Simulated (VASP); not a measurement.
# BN (F-43m) in VASP: further runs, part 2 of 2

VASP 6.6.1. Earlier steps stand in the parts before.

## (4) Single point, BLYP (volume scaled by 0.96)

The input, INCAR:

```
SYSTEM = BN
PREC = Accurate
ENCUT = 600
EDIFF = 1E-6
ISMEAR = 0
SIGMA = 0.05
LREAL = .FALSE.
LASPH = .TRUE.
NELM = 120
ALGO = Normal
ISIF = 2
LWAVE = .FALSE.
LCHARG = .FALSE.
GGA = B5
ALDAX = 1.0
AGGAX = 1.0
AGGAC = 1.0
ALDAC = 0.0
NBANDS = 11
GGA_COMPAT = .FALSE.
```

The input, KPOINTS:

```
regular mesh
0
G
  12 12 12
  0 0 0
```

The input, POSCAR:

```
BN
1.0
    0.0000000000      1.7986885536      1.7986885536
    1.7986885536      0.0000000000      1.7986885536
    1.7986885536      1.7986885536      0.0000000000
B N
1 1
Direct
    0.0000000000      0.0000000000      0.0000000000
    0.7500000000      0.7500000000      0.7500000000
```

Potentials or basis: VASP PAW PBE potentials, release 64 (B, N).

Started as:

```bash
$ cat potpaw_PBE.64/B/POTCAR potpaw_PBE.64/N/POTCAR > POTCAR
$ mpirun -np 1 vasp_std > vasp.out
```

OUTCAR:

```text
SYSTEM = BN
   PREC = Accurate
   ENCUT = 600
   EDIFF = 1E-6
   ISMEAR = 0
   LREAL = .FALSE.
   LASPH = .TRUE.
   NELM = 120
   ISIF = 2
   GGA = B5

 ion  position               nearest neighbor table
   1  0.000  0.000  0.000-   2 1.56   2 1.56   2 1.56   2 1.56
   2  0.750  0.750  0.750-   1 1.56   1 1.56   1 1.56   1 1.56

  LATTYP: Found a face centered cubic cell.
 ALAT       =     3.5973771072

  Lattice vectors:

 A1 = (   0.0000000000,   1.7986885536,   1.7986885536)
 A2 = (   1.7986885536,   0.0000000000,   1.7986885536)
 A3 = (   1.7986885536,   1.7986885536,   0.0000000000)

Analysis of symmetry for initial positions (statically):
=====================================================================
 Subroutine PRICEL returns:
 Original cell was already a primitive cell.

 Routine SETGRP: Setting up the symmetry group for a
 face centered cubic supercell.

 Subroutine GETGRP returns: Found 24 space group operations
 (whereof 24 operations were pure point group operations)
 out of a pool of 48 trial point group operations.

The static configuration has the point symmetry T_d .

Analysis of symmetry for dynamics (positions and initial velocities):
=====================================================================
 Subroutine PRICEL returns:
 Original cell was already a primitive cell.

 Routine SETGRP: Setting up the symmetry group for a
 face centered cubic supercell.

 Subroutine GETGRP returns: Found 24 space group operations
 (whereof 24 operations were pure point group operations)
 out of a pool of 48 trial point group operations.

The dynamic configuration has the point symmetry T_d .

 Subroutine INISYM returns: Found 24 space group operations
 (whereof 24 operations are pure point group operations),
 and found     1 'primitive' translations

----------------------------------------------------------------------------------------

                                     Primitive cell

  volume of cell :      11.6385

  direct lattice vectors                    reciprocal lattice vectors
     0.000000000  1.798688554  1.798688554    -0.277980309  0.277980309  0.277980309
     1.798688554  0.000000000  1.798688554     0.277980309 -0.277980309  0.277980309
     1.798688554  1.798688554  0.000000000     0.277980309  0.277980309 -0.277980309

  length of vectors
     2.543729747  2.543729747  2.543729747     0.481476019  0.481476019  0.481476019

  position of ions in fractional coordinates (direct lattice)
     0.000000000  0.000000000  0.000000000
     0.750000000  0.750000000  0.750000000

  ion indices of the primitive-cell ions
   primitive index   ion index
                 1           1
                 2           2

----------------------------------------------------------------------------------------

 KPOINTS: regular mesh

Automatic generation of k-mesh.
 Grid dimensions read from file:
 generate k-points for:   12   12   12

 Generating k-lattice:

  Cartesian coordinates                     Fractional coordinates (reciprocal lattice)
    -0.023165026  0.023165026  0.023165026     0.083333333  0.000000000  0.000000000
     0.023165026 -0.023165026  0.023165026     0.000000000  0.083333333  0.000000000
     0.023165026  0.023165026 -0.023165026     0.000000000  0.000000000  0.083333333

  Length of vectors
     0.040123002  0.040123002  0.040123002

  Shift w.r.t. Gamma in fractional coordinates (k-lattice)
     0.000000000  0.000000000  0.000000000

 Subroutine IBZKPT returns following result:
 ===========================================

 Found     72 irreducible k-points:

 Following reciprocal coordinates:
            Coordinates               Weight
  0.000000  0.000000  0.000000      1.000000
  0.083333  0.000000  0.000000      8.000000
  0.166667  0.000000  0.000000      8.000000
  0.250000  0.000000  0.000000      8.000000
  0.333333  0.000000  0.000000      8.000000
  0.416667  0.000000  0.000000      8.000000
[... 16 lines left out ...]
  0.500000  0.166667  0.000000     24.000000
 -0.416667  0.166667  0.000000     24.000000
 [... further k-points ...]
   k-points           NKPTS =     72   k-points in BZ     NKDIM =     72   number of bands    NBANDS=     11
   number of dos      NEDOS =    301   number of ions     NIONS =      2
   total plane-waves  NPLWV =   8000
   dimension x,y,z NGX =    20 NGY =   20 NGZ =   20
   dimension x,y,z NGXF=    40 NGYF=   40 NGZF=   40
   ions per type =               1   1
   NGX,Y,Z   is equivalent  to a cutoff of  13.07, 13.07, 13.07 a.u.
   NGXF,Y,Z  is equivalent  to a cutoff of  26.14, 26.14, 26.14 a.u.
 SYSTEM =  BN
   PREC   = accura    normal or accurate (medium, high low for compatibility)
   ISTART =      0    job   : 0-new  1-cont  2-samecut
   ICHARG =      2    charge: 1-file 2-atom 10-const
   ISPIN  =      1    spin polarized calculation?
   LNONCOLLINEAR =      F non collinear calculations
   LSORBIT =      F    spin-orbit coupling
   LASPH  =      T    aspherical Exc in radial PAW
   ENCUT  =  600.0 eV  44.10 Ry    6.64 a.u.   5.08  5.08  5.08*2*pi/ulx,y,z
   NELM   =    120;   NELMIN=  2; NELMDL= -5     # of ELM steps
   EDIFF  = 0.1E-05   stopping-criterion for ELM
   LREAL  =      F    real-space projection
   EDIFFG = 0.1E-04   stopping-criterion for IOM
   NSW    =      0    number of steps for IOM
   IBRION =     -1    ionic relax: 0-MD 1-quasi-New 2-CG
   NFREE  =      0    steps in history (QN), initial steepest desc. (CG)
   ISIF   =      2    stress and relaxation
   ISYM   =      2    0-nonsym 1-usesym 2-fastsym
   POTIM  = 0.5000    time-step for ionic-motion
   TEBEG  =    0.0;   TEEND  =   0.0 temperature during run
   PSTRESS=    0.0 pullay stress
   NELECT =       8.0000    total number of electrons
   NUPDOWN=      -1.0000    fix difference up-down
   EMIN   =  10.00;   EMAX   =-10.00  energy-range for DOS
   EFERMI =   0.00;   METHOD = LEGACY
   ISMEAR =     0;   SIGMA  =   0.05  broadening in eV -4-tet -1-fermi 0-gaus
   EFERMI_NEDOS =   21; number of points for ismear=-14 and -15
   IALGO  =     38    algorithm
   IMIX   =      4    mixing-type and parameters
     AMIX     =   0.40;   BMIX     =  1.00
     AMIX_MAG =   1.60;   BMIX_MAG =  1.00
  volume/ion in A,a.u.               =       5.82        39.27
  Fermi-wavevector in a.u.,A,eV,Ry     =   1.444793  2.730262 28.401152  2.087426
  Thomas-Fermi vector in A             =   2.563048
   LORBIT       =      0    0 simple, 1 ext, 2 COOP (PROOUT), +10 PAW based schemes
   GGA     = B5    functional components
   LHFCALC =     F    Hartree Fock is set to
   AEXX    =    0.0000 exact exchange contribution
   IVDW    =     0    specifies the selected vdW correction
   LEPSILON=     F    determine dielectric tensor
   LRPA    =     F    only Hartree local field effects (RPA)
 non-spin polarized calculation
 Gauss-broadening in eV      SIGMA  =   0.05
  energy-cutoff  :      600.00
  volume of cell :       11.64
 maximum number of plane-waves:       399
   NGX = 11   NGY = 11   NGZ = 11

 number of electron       7.9999998 magnetization

 Free energy of the ion-electron system (eV)
  ---------------------------------------------------
  ext. energy  EPLUGINS =         0.00000000
  ---------------------------------------------------
  free energy    TOTEN  =       -16.39101812 eV

  energy without entropy =      -16.39101812  energy(sigma->0) =      -16.39101812

 E-fermi :   8.2120     XC(G=0): -12.1974

 val. band max:        7.9065150516   @ k =   0.0000   0.0000   0.0000
 cond. band min:      12.8065252504   @ k =   0.5000   0.5000   0.0000
 fundamental gap:      4.9000101988
 Fermi energy:         8.2119609912

 k-point     1 :       0.0000    0.0000    0.0000
  band No.  band energies     occupation
      1     -12.2714      2.00000
      2       7.9065      2.00000
      3       7.9065      2.00000
      4       7.9065      2.00000
      5      16.9144      0.00000
      6      16.9144      0.00000
      7      16.9144      0.00000
      8      18.8325      0.00000
      9      33.2911      0.00000
     10      36.1637      0.00000
     11      36.1637      0.00000
[... 309 lines left out ...]
 k-point    24 :      -0.4167    0.1667    0.0000
  band No.  band energies     occupation
      1      -7.6955      2.00000
      2      -2.0022      2.00000
      3       3.8205      2.00000
      4       5.3436      2.00000
      5      17.5739      0.00000
      6      20.3901      0.00000
      7      20.4964      0.00000
      8      23.9280      0.00000
      9      29.4026      0.00000
     10      33.7380      0.00000
     11      35.0003      0.00000

 [... further k-points ...]
[... 5 lines left out ...]
  --------------------------------------------------------------------------------------
  -------------------------------------------------------------------------------------
  Total        1.1209624      1.1209624      1.1209624     -0.0000000      0.0000000     -0.0000000
  in kB      154.3134260    154.3134260    154.3134260     -0.0000000      0.0000000     -0.0000000
  external PRESSURE =     154.3134260 kB  Pullay stress =       0.0000000 kB

 VOLUME and BASIS-vectors are now :
 -----------------------------------------------------------------------------
  energy-cutoff  :      600.00
  volume of cell :       11.64
      direct lattice vectors                 reciprocal lattice vectors
     0.000000000  1.798688554  1.798688554    -0.277980309  0.277980309  0.277980309
     1.798688554  0.000000000  1.798688554     0.277980309 -0.277980309  0.277980309
     1.798688554  1.798688554  0.000000000     0.277980309  0.277980309 -0.277980309

 POSITION                                       TOTAL-FORCE (eV/Angst)
 -----------------------------------------------------------------------------------
      0.00000      0.00000      0.00000         0.000000      0.000000      0.000000
      2.69803      2.69803      2.69803        -0.000000     -0.000000     -0.000000
 -----------------------------------------------------------------------------------
    total drift:                               -0.000000     -0.000000     -0.000000

  FREE ENERGIE OF THE ION-ELECTRON SYSTEM (eV)
  ---------------------------------------------------
  free  energy   TOTEN  =       -16.3910181166 eV

  energy  without entropy=      -16.3910181166  energy(sigma->0) =      -16.39101812
```

Wall time 7.6 s (1 thread of Intel Xeon 6975P-C (Granite Rapids), shared host); peak memory 0.12 GiB.

What came out:

* Free energy: -16.3910 eV
* Pressure: 15.4 GPa
* Band gap on the k mesh: 4.90 eV, indirect (least direct gap 9.01 eV)

Caveat: the PAW data sets were made with another functional, which shifts forces and pressure a little. A k mesh can miss the band edges.

## (5) The runs side by side

| cell | gap on the mesh (eV) | pressure (GPa) |
| --- | --- | --- |
| a = 2.556 Å, angles 60.0°, 2 atoms | 4.88 | 9.5 |
| a = 2.561 Å, angles 60.0°, 2 atoms | 4.87 | 7.2 |
| a = 2.544 Å, angles 60.0°, 2 atoms | 4.90 | 15.4 |

Alike in all rows: task single point; level BLYP; potentials or basis VASP PAW PBE potentials, release 64 (B, N); no spin polarisation; k mesh 12 × 12 × 12; cutoff (eV) 600; smearing gaussian 0.05 eV.

Caveats: the PAW data sets were made with another functional, which shifts forces and pressure a little.

Total energies depend on the potentials used, so only differences within one code and one set of settings carry meaning.
